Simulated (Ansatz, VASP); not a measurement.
## Two plane-wave programs on In

```
In
1.0
    -1.60199    1.62820    2.47557
     1.62820   -1.60199    2.47557
     1.52605    1.52605   -2.45834
In
1
Direct
  0.00000 0.00000 0.00000
```

Alike in both runs: task single point; functional LDA; k mesh 17 × 17 × 21; occupations fermi-dirac, width 0.1 eV; no spin polarisation.

```csv
,VASP,Ansatz
version,VASP 6.6.1,Ansatz 0.2.0
potentials or method,"VASP PAW LDA potentials, release 64 (In_d), cutoff 520 eV","plane waves (420 eV) with PAW, scalar-relativistic"
valence electrons in the cell,13,13
```

|  | VASP | Ansatz | Ansatz less VASP |
| --- | --- | --- | --- |
| pressure (GPa) | 0.1 | 0.0 | -0.03 |
| traceless stress, the component that is largest in VASP (GPa) | 0.27 | 0.26 | -0.010 |

Ansatz warns that its potentials were made for another functional, while VASP's fit it. LDA's correlation is that of Perdew and Zunger in VASP and of Perdew and Wang (1992) in Ansatz.
